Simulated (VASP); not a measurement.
# TaGa5 (P6/mmm) in VASP: single point with PBE

Aim: the single point of TaGa5 with PBE.

Program: VASP 6.6.1. These are calculated values, not measurements. Logs are shortened: lines on timing, memory, paths and dates and some standing lists are left out, and cuts for length are marked.

## (1) The cell of the first run

The structure is hexagonal, space group P6/mmm (No. 191). The conventional cell has a = 5.076 Å, b = 5.076 Å, c = 4.918 Å, α = 90.00°, β = 90.00°, γ = 120.00°. Within 3.9 Å of Ta (site symmetry 6/mmm) lie 18 Ga at 2.93 to 3.53 Å. Ga (site symmetry -6m2) has 9 Ga at 2.86 to 2.93 Å and 3 Ta at 2.93 Å within 3.8 Å. Within 3.3 Å of Ga (site symmetry mmm) lie 8 Ga at 2.54 to 2.86 Å.

## (2) Single point, PBE

File INCAR:

```
PREC     = Accurate       # precision mode
ENCUT    = 520            # plane-wave cutoff, eV
EDIFF    = 1E-6           # SCF threshold, eV
ISMEAR   = 0              # smearing method
SIGMA    = 0.1            # smearing width, eV
LREAL    = False          # projectors in reciprocal space
LASPH    = True           # aspherical terms in the spheres
NELM     = 60             # most SCF steps
ALGO     = Fast           # electronic algorithm
ISIF     = 2              # what is computed and relaxed
LWAVE    = False          # write WAVECAR
LCHARG   = True           # write CHGCAR
GGA      = PE             # functional
LELF     = True           # ELF
LVHAR    = True         
NBANDS   = 47             # bands
```

File KPOINTS:

```
regular mesh
0
Gamma
  12 12 8
```

File POSCAR:

```
TaGa5
1.0
    5.0760377617      0.0000000000      0.0000000000
   -2.5380188809      4.3959776521      0.0000000000
    0.0000000000      0.0000000000      4.9182732465
Ta Ga
1 5
Direct
    0.0000000000      0.0000000000      0.0000000000
    0.3333333333      0.6666666667      0.0000000000
    0.6666666667      0.3333333333      0.0000000000
    0.5000000000      0.0000000000      0.5000000000
    0.5000000000      0.5000000000      0.5000000000
    0.0000000000      0.5000000000      0.5000000000
```

Potentials or basis: VASP PAW PBE potentials, release 64 (Ta_pv, Ga_d).

The run is started by

```bash
> cat potpaw_PBE.64/Ta_pv/POTCAR potpaw_PBE.64/Ga_d/POTCAR > POTCAR
> mpirun -np 1 vasp_std > vasp.out
```

OUTCAR:

```text
PREC = Accurate
   ENCUT = 520
   EDIFF = 1E-6
   ISMEAR = 0
   LREAL = False
   LASPH = True
   NELM = 60
   ISIF = 2
   GGA = PE

 ion  position               nearest neighbor table
   1  0.000  0.000  0.000-   2 2.93   3 2.93   2 2.93   3 2.93   3 2.93   2 2.93
   2  0.333  0.667  0.000-   4 2.86   4 2.86   6 2.86   6 2.86   5 2.86   5 2.86   1 2.93   1 2.93
                             1 2.93
   3  0.667  0.333  0.000-   4 2.86   4 2.86   6 2.86   6 2.86   5 2.86   5 2.86   1 2.93   1 2.93
                             1 2.93
   4  0.500  0.000  0.500-   6 2.54   6 2.54   5 2.54   5 2.54   2 2.86   3 2.86   2 2.86   3 2.86

   5  0.500  0.500  0.500-   4 2.54   4 2.54   6 2.54   6 2.54   2 2.86   3 2.86   2 2.86   3 2.86

   6  0.000  0.500  0.500-   4 2.54   4 2.54   5 2.54   5 2.54   2 2.86   3 2.86   2 2.86   3 2.86

  LATTYP: Found a hexagonal cell.
 ALAT       =     5.0760377617
 C/A-ratio  =     0.9689197515

  Lattice vectors:

 A1 = (   5.0760377617,   0.0000000000,   0.0000000000)
 A2 = (  -2.5380188809,   4.3959776521,   0.0000000000)
 A3 = (   0.0000000000,   0.0000000000,   4.9182732465)

Analysis of symmetry for initial positions (statically):
=====================================================================
 Subroutine PRICEL returns:
 Original cell was already a primitive cell.

 Routine SETGRP: Setting up the symmetry group for a
 hexagonal supercell.

 Subroutine GETGRP returns: Found 24 space group operations
 (whereof 24 operations were pure point group operations)
 out of a pool of 24 trial point group operations.

The static configuration has the point symmetry D_6h.

Analysis of symmetry for dynamics (positions and initial velocities):
=====================================================================
 Subroutine PRICEL returns:
 Original cell was already a primitive cell.

 Routine SETGRP: Setting up the symmetry group for a
 hexagonal supercell.

 Subroutine GETGRP returns: Found 24 space group operations
 (whereof 24 operations were pure point group operations)
 out of a pool of 24 trial point group operations.

The dynamic configuration has the point symmetry D_6h.

 Subroutine INISYM returns: Found 24 space group operations
 (whereof 24 operations are pure point group operations),
 and found     1 'primitive' translations

----------------------------------------------------------------------------------------

[... 99 lines left out ...]
   NELM   =     60;   NELMIN=  2; NELMDL= -5     # of ELM steps
   EDIFF  = 0.1E-05   stopping-criterion for ELM
   LREAL  =      F    real-space projection
   EDIFFG = 0.1E-04   stopping-criterion for IOM
   NSW    =      0    number of steps for IOM
   IBRION =     -1    ionic relax: 0-MD 1-quasi-New 2-CG
   NFREE  =      0    steps in history (QN), initial steepest desc. (CG)
   ISIF   =      2    stress and relaxation
   ISYM   =      2    0-nonsym 1-usesym 2-fastsym
   POTIM  = 0.5000    time-step for ionic-motion
   TEBEG  =    0.0;   TEEND  =   0.0 temperature during run
   PSTRESS=    0.0 pullay stress
   NELECT =      76.0000    total number of electrons
   NUPDOWN=      -1.0000    fix difference up-down
   EMIN   =  10.00;   EMAX   =-10.00  energy-range for DOS
   EFERMI =   0.00;   METHOD = LEGACY
   ISMEAR =     0;   SIGMA  =   0.10  broadening in eV -4-tet -1-fermi 0-gaus
   EFERMI_NEDOS =   21; number of points for ismear=-14 and -15
   IALGO  =     68    algorithm
   IMIX   =      4    mixing-type and parameters
     AMIX     =   0.40;   BMIX     =  1.00
     AMIX_MAG =   1.60;   BMIX_MAG =  1.00
  volume/ion in A,a.u.               =      18.29       123.43
  Fermi-wavevector in a.u.,A,eV,Ry     =   1.448377  2.737036 28.542258  2.097797
  Thomas-Fermi vector in A             =   2.566225
   LORBIT       =      0    0 simple, 1 ext, 2 COOP (PROOUT), +10 PAW based schemes
   GGA     = PE    functional components
   LHFCALC =     F    Hartree Fock is set to
   AEXX    =    0.0000 exact exchange contribution
   IVDW    =     0    specifies the selected vdW correction
   LEPSILON=     F    determine dielectric tensor
   LRPA    =     F    only Hartree local field effects (RPA)
 non-spin polarized calculation
 RMM-DIIS sequential band-by-band and
 Gauss-broadening in eV      SIGMA  =   0.10
  energy-cutoff  :      520.00
  volume of cell :      109.75
 maximum number of plane-waves:      2994
 NGX is ok and might be reduce to    40
   NGX = 19   NGY = 19   NGZ = 19

 number of electron      75.9999965 magnetization

 Free energy of the ion-electron system (eV)
  ---------------------------------------------------
  ext. energy  EPLUGINS =         0.00000000
  ---------------------------------------------------
  free energy    TOTEN  =       -23.55338498 eV

  energy without entropy =      -23.52459383  energy(sigma->0) =      -23.53898940

 E-fermi :   5.9497     XC(G=0): -11.3786

 val. band max:        5.9425460817   @ k =   0.2500   0.2500   0.2500
 cond. band min:       5.9497334657   @ k =   0.2500   0.1667   0.5000
 fundamental gap:      0.0071873840
 Fermi energy:         5.9497154737

 k-point     1 :       0.0000    0.0000    0.0000
  band No.  band energies     occupation
      1     -29.4696      2.00000
      2     -29.1177      2.00000
      3     -29.1177      2.00000
      4      -9.8099      2.00000
      5      -9.5758      2.00000
      6      -9.5758      2.00000
[... 1189 lines left out ...]
     46      10.4016      0.00000
     47      11.0283      0.00000

 [... further k-points ...]
[... 5 lines left out ...]
  --------------------------------------------------------------------------------------
  -------------------------------------------------------------------------------------
  Total        0.1139497      0.1139497      0.0712646     -0.0000000      0.0000000      0.0000000
  in kB        1.6635303      1.6635303      1.0403794     -0.0000000      0.0000000      0.0000000
  external PRESSURE =       1.4558133 kB  Pullay stress =       0.0000000 kB

 VOLUME and BASIS-vectors are now :
 -----------------------------------------------------------------------------
  energy-cutoff  :      520.00
  volume of cell :      109.75
      direct lattice vectors                 reciprocal lattice vectors
     5.076037762  0.000000000  0.000000000     0.197004051  0.113740342  0.000000000
    -2.538018881  4.395977652  0.000000000     0.000000000  0.227480683  0.000000000
     0.000000000  0.000000000  4.918273247     0.000000000  0.000000000  0.203323392

 POSITION                                       TOTAL-FORCE (eV/Angst)
 -----------------------------------------------------------------------------------
      0.00000      0.00000      0.00000        -0.000000      0.000000      0.000000
     -0.00000      2.93065      0.00000         0.000000      0.000000      0.000000
      2.53802      1.46533      0.00000        -0.000000     -0.000000      0.000000
      2.53802      0.00000      2.45914        -0.000000      0.000000      0.000000
      1.26901      2.19799      2.45914        -0.000000      0.000000      0.000000
     -1.26901      2.19799      2.45914        -0.000000      0.000000      0.000000
 -----------------------------------------------------------------------------------
    total drift:                               -0.000000     -0.000000     -0.000000

  FREE ENERGIE OF THE ION-ELECTRON SYSTEM (eV)
  ---------------------------------------------------
  free  energy   TOTEN  =       -23.5533849784 eV

  energy  without entropy=      -23.5245938311  energy(sigma->0) =      -23.53898940
```

It took 9.5 min on 1 thread of Intel Xeon Platinum 8259CL at 2.50GHz (Skylake/Cascade Lake), shared host; peak memory 0.51 GiB.

Results:

```yaml
Free_energy: -23.5534 eV
Pressure: 0.1 GPa
Band_gap_on_the_k_mesh: zero (band 38 reaches 6.27 eV, above the bottom of band 39 at 4.93 eV)
```

Caveat: spin-orbit coupling is left out, which moves the levels of the heavy elements.
